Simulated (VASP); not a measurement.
# P (Pm-3m) in VASP: notebook, part 2 of 2

VASP 6.6.1. Earlier steps stand in the parts before.

### Step 3. Relaxation of cell and atoms, PBEsol+D4, target pressure 12.5 GPa, at which the enthalpy is minimised

This run uses another cell than the first one, of 12.81 Å³/atom.

INCAR

```
PREC = Accurate
ENCUT = 500
EDIFF = 1E-7
ISMEAR = 0
SIGMA = 0.1
LREAL = False
LASPH = True
NELM = 120
ALGO = Normal
ISIF = 3
LWAVE = False
LCHARG = False
GGA = PS
IVDW = 13
IBRION = 2
NSW = 70
EDIFFG = -0.004
PSTRESS = 125.0
GGA_COMPAT = False
NELMIN = 4
```

KPOINTS

```
regular mesh
0
Gamma
  18 18 18
```

POSCAR

```
P
1.0
    2.3396370207      0.0000000000      0.0000000000
    0.0000000000      2.3396370207      0.0000000000
    0.0000000000      0.0000000000      2.3396370207
P
1
Direct
    0.0000000000      0.0000000000      0.0000000000
```

Potentials or basis: VASP PAW PBE potentials, release 64 (P).

The run is started by

```sh
$ cat potpaw_PBE.64/P/POTCAR > POTCAR
$ mpirun -np 1 vasp_std > vasp.out
```

OUTCAR:

```text
PREC = Accurate
   ENCUT = 500
   EDIFF = 1E-7
   ISMEAR = 0
   LREAL = False
   LASPH = True
   NELM = 120
   ISIF = 3
   GGA = PS
   IVDW = 13
   IBRION = 2
   NSW = 70
   EDIFFG = -0.004
   PSTRESS = 125.0
   NELMIN = 4

 ion  position               nearest neighbor table
   1  0.000  0.000  0.000-

  LATTYP: Found a simple cubic cell.
 ALAT       =     2.3396370207

  Lattice vectors:

 A1 = (   2.3396370207,   0.0000000000,   0.0000000000)
 A2 = (   0.0000000000,   2.3396370207,   0.0000000000)
 A3 = (   0.0000000000,   0.0000000000,   2.3396370207)

Analysis of symmetry for initial positions (statically):
=====================================================================
 Subroutine PRICEL returns:
 Original cell was already a primitive cell.

 Routine SETGRP: Setting up the symmetry group for a
 simple cubic supercell.

 Subroutine GETGRP returns: Found 48 space group operations
 (whereof 48 operations were pure point group operations)
 out of a pool of 48 trial point group operations.

The static configuration has the point symmetry O_h .

Analysis of symmetry for dynamics (positions and initial velocities):
=====================================================================
 Subroutine PRICEL returns:
 Original cell was already a primitive cell.

 Routine SETGRP: Setting up the symmetry group for a
 simple cubic supercell.

 Subroutine GETGRP returns: Found 48 space group operations
 (whereof 48 operations were pure point group operations)
 out of a pool of 48 trial point group operations.

The dynamic configuration has the point symmetry O_h .

 Subroutine INISYM returns: Found 48 space group operations
 (whereof 48 operations are pure point group operations),
 and found     1 'primitive' translations

----------------------------------------------------------------------------------------

                                     Primitive cell

  volume of cell :      12.8069

  direct lattice vectors                    reciprocal lattice vectors
     2.339637021  0.000000000  0.000000000     0.427416728  0.000000000  0.000000000
     0.000000000  2.339637021  0.000000000     0.000000000  0.427416728  0.000000000
     0.000000000  0.000000000  2.339637021     0.000000000  0.000000000  0.427416728

  length of vectors
     2.339637021  2.339637021  2.339637021     0.427416728  0.427416728  0.427416728

  position of ions in fractional coordinates (direct lattice)
     0.000000000  0.000000000  0.000000000

  ion indices of the primitive-cell ions
   primitive index   ion index
                 1           1

----------------------------------------------------------------------------------------

 KPOINTS: regular mesh

Automatic generation of k-mesh.
 Grid dimensions read from file:
 generate k-points for:   18   18   18

 Generating k-lattice:

  Cartesian coordinates                     Fractional coordinates (reciprocal lattice)
     0.023745374  0.000000000  0.000000000     0.055555556  0.000000000  0.000000000
     0.000000000  0.023745374  0.000000000     0.000000000  0.055555556  0.000000000
     0.000000000  0.000000000  0.023745374     0.000000000  0.000000000  0.055555556

  Length of vectors
     0.023745374  0.023745374  0.023745374

  Shift w.r.t. Gamma in fractional coordinates (k-lattice)
     0.000000000  0.000000000  0.000000000

 Subroutine IBZKPT returns following result:
 ===========================================

 Found    220 irreducible k-points:

 Following reciprocal coordinates:
            Coordinates               Weight
  0.000000  0.000000  0.000000      1.000000
  0.055556  0.000000  0.000000      6.000000
  0.111111  0.000000  0.000000      6.000000
  0.166667  0.000000  0.000000      6.000000
  0.222222  0.000000  0.000000      6.000000
  0.277778  0.000000  0.000000      6.000000
[... 16 lines left out ...]
  0.277778  0.111111  0.000000     24.000000
  0.333333  0.111111  0.000000     24.000000
 [... further k-points ...]
   k-points           NKPTS =    220   k-points in BZ     NKDIM =    220   number of bands    NBANDS=      6
   number of dos      NEDOS =    301   number of ions     NIONS =      1
   total plane-waves  NPLWV =   5832
   dimension x,y,z NGX =    18 NGY =   18 NGZ =   18
   dimension x,y,z NGXF=    36 NGYF=   36 NGZF=   36
   ions per type =               1
   NGX,Y,Z   is equivalent  to a cutoff of  12.79, 12.79, 12.79 a.u.
   NGXF,Y,Z  is equivalent  to a cutoff of  25.58, 25.58, 25.58 a.u.
 SYSTEM =  unknown system
   PREC   = accura    normal or accurate (medium, high low for compatibility)
   ISTART =      0    job   : 0-new  1-cont  2-samecut
   ICHARG =      2    charge: 1-file 2-atom 10-const
   ISPIN  =      1    spin polarized calculation?
   LNONCOLLINEAR =      F non collinear calculations
   LSORBIT =      F    spin-orbit coupling
   LASPH  =      T    aspherical Exc in radial PAW
   ENCUT  =  500.0 eV  36.75 Ry    6.06 a.u.   4.27  4.27  4.27*2*pi/ulx,y,z
   NELM   =    120;   NELMIN=  4; NELMDL= -5     # of ELM steps
   EDIFF  = 0.1E-06   stopping-criterion for ELM
   LREAL  =      F    real-space projection
   EDIFFG = -.4E-02   stopping-criterion for IOM
   NSW    =     70    number of steps for IOM
   IBRION =      2    ionic relax: 0-MD 1-quasi-New 2-CG
   NFREE  =      1    steps in history (QN), initial steepest desc. (CG)
   ISIF   =      3    stress and relaxation
   ISYM   =      2    0-nonsym 1-usesym 2-fastsym
   POTIM  = 0.5000    time-step for ionic-motion
   TEBEG  =    0.0;   TEEND  =   0.0 temperature during run
   PSTRESS=  125.0 pullay stress
   NELECT =       5.0000    total number of electrons
   NUPDOWN=      -1.0000    fix difference up-down
   EMIN   =  10.00;   EMAX   =-10.00  energy-range for DOS
   EFERMI =   0.00;   METHOD = LEGACY
   ISMEAR =     0;   SIGMA  =   0.10  broadening in eV -4-tet -1-fermi 0-gaus
   EFERMI_NEDOS =   21; number of points for ismear=-14 and -15
   IALGO  =     38    algorithm
   IMIX   =      4    mixing-type and parameters
     AMIX     =   0.40;   BMIX     =  1.00
     AMIX_MAG =   1.60;   BMIX_MAG =  1.00
  volume/ion in A,a.u.               =      12.81        86.43
  Fermi-wavevector in a.u.,A,eV,Ry     =   1.196510  2.261076 19.478594  1.431636
  Thomas-Fermi vector in A             =   2.332449
   LORBIT       =      0    0 simple, 1 ext, 2 COOP (PROOUT), +10 PAW based schemes
   GGA     = PS    functional components
   LHFCALC =     F    Hartree Fock is set to
   AEXX    =    0.0000 exact exchange contribution
   IVDW    =    13    specifies the selected vdW correction
   LEPSILON=     F    determine dielectric tensor
   LRPA    =     F    only Hartree local field effects (RPA)
 conjugate gradient relaxation of ions
 non-spin polarized calculation
 Gauss-broadening in eV      SIGMA  =   0.10
  energy-cutoff  :      500.00
  volume of cell :       12.81
 maximum number of plane-waves:       341
 NGX is ok and might be reduce to    18
   NGX =  9   NGY =  9   NGZ =  9

--------------------------------------- Ionic step        1  -------------------------------------------

 number of electron       5.0000002 magnetization

 Free energy of the ion-electron system (eV)
  ---------------------------------------------------
  ext. energy  EPLUGINS =         0.00000000
  ---------------------------------------------------
  free energy    TOTEN  =        -5.70155189 eV

  energy without entropy =       -5.70008100  energy(sigma->0) =       -5.70081645

------------------------ aborting loop because EDIFF is reached ----------------------------------------

  DFT-D4 for vdW energy calculation

  Edisp (eV):   -0.31938
[... 73 lines left out ...]
--------------------------------------- Ionic step        3  -------------------------------------------

 number of electron       5.0000002 magnetization

 Free energy of the ion-electron system (eV)
  ---------------------------------------------------
  ext. energy  EPLUGINS =         0.00000000
  ---------------------------------------------------
  free energy    TOTEN  =        -5.70221563 eV

  energy without entropy =       -5.70074407  energy(sigma->0) =       -5.70147985

 E-fermi :  11.4321     XC(G=0): -11.9372

 val. band max:       11.4186637355   @ k =   0.4444   0.2778   0.1667
 cond. band min:      11.4706282306   @ k =   0.5000   0.5000   0.5000
 fundamental gap:      0.0519644951
 Fermi energy:        11.4321398070

 k-point     1 :       0.0000    0.0000    0.0000
  band No.  band energies     occupation
      1      -6.3784      2.00000
      2      17.2469      0.00000
      3      17.2469      0.00000
      4      17.2469      0.00000
      5      18.1615      0.00000
      6      18.1615      0.00000
[... 199 lines left out ...]
 k-point    24 :       0.3333    0.1111    0.0000
  band No.  band energies     occupation
      1      -3.3335      2.00000
      2       5.5071      2.00000
      3      15.6382      0.00000
      4      19.5899      0.00000
      5      22.5802      0.00000
      6      25.5942      0.00000

 [... further k-points ...]

------------------------ aborting loop because EDIFF is reached ----------------------------------------

  DFT-D4 for vdW energy calculation

  Edisp (eV):   -0.31923
[... 28 lines left out ...]
  energy  without entropy=       -6.0199693467  energy(sigma->0) =       -6.02070513

  enthalpy is  TOTEN    =        -5.0217465018 eV   P V=        0.9996944111

 reached required accuracy - stopping structural energy minimisation
```

It took 11 s on 1 thread of Intel Xeon 6975P-C (Granite Rapids), shared host; peak memory 0.12 GiB.

Results:

```yaml
Free_energy: -6.0214 eV
Relaxed_volume: 12.81 Å³/atom
Relaxed_cell: a = 2.340 Å, b = 2.340 Å, c = 2.340 Å, α = 90.00°, β = 90.00°, γ = 90.00°
Space_group_after_relaxing_to_0.1_Å: Pm-3m (No. 221)
Energy_change_on_relaxing_the_run_minimises_the_enthalpy: -0.5 meV/atom
Ionic_steps: 3
Pressure_after_relaxing: 12.5 GPa
Band_gap_on_the_k_mesh: zero (an odd number of electrons rules out a gap without spin polarisation)
Dispersion_energy_per_atom: -0.319 eV
```

Step by step:
| step | energy change (eV) | largest force (eV/Å) | pressure (GPa) | volume (Å³) |
| --- | --- | --- | --- | --- |
| 1 | 0.0000 | 0.0000 | 12.60 | 12.81 |
| 2 | -0.0011 | 0.0000 | 12.39 | 12.82 |
| 3 | -0.0005 | 0.0000 | 12.50 | 12.81 |

Final structure:
```
P
1.0
     2.34004    0.00000    0.00000
     0.00000    2.34004    0.00000
     0.00000    0.00000    2.34004
P
1
Direct
  0.00000 0.00000 0.00000
```

Caveat: the cell is relaxed towards a set pressure, so the run minimises the enthalpy, not the energy; the PAW data sets were made with another functional, which shifts forces and pressure a little.
